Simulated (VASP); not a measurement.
Runs of VASP 6.6.1 on TaF3. The structure is that of space group R-3m (No. 166), or close to it. The cells are those of the table. 

| cell | gap on the mesh (eV) | pressure (GPa) |
| --- | --- | --- |
| a = 3.995 Å, angles 101.4°, 4 atoms | none | 7.4 |
| a = 4.379 Å, angles 60.0°, 4 atoms | none | -10.9 |
| a = 4.257 Å, angles 109.5°, 4 atoms | none | -14.2 |
| a = 4.011 Å, angles 75.7°, 4 atoms | none | (a) |

Alike in all rows: task single point; level PBEsol; potentials or basis VASP PAW PBE potentials, release 64 (Ta_pv, F); no spin polarisation; k mesh 14 × 14 × 14; cutoff (eV) 520; smearing gaussian 0.15 eV.

Question: Estimate the missing entries.

Answer: (a) 6.1.

Caveats: the PAW data sets were made with another functional, which shifts forces and pressure a little; spin-orbit coupling is left out, which moves the levels of the heavy elements; the cell stands under pressure (at least some runs); the cell stands under tension (at least some runs).

A k mesh can miss the band edges, and the runs leave out spin-orbit coupling on Ta.

A gap of «none» marks levels without a gap at the run's occupations.
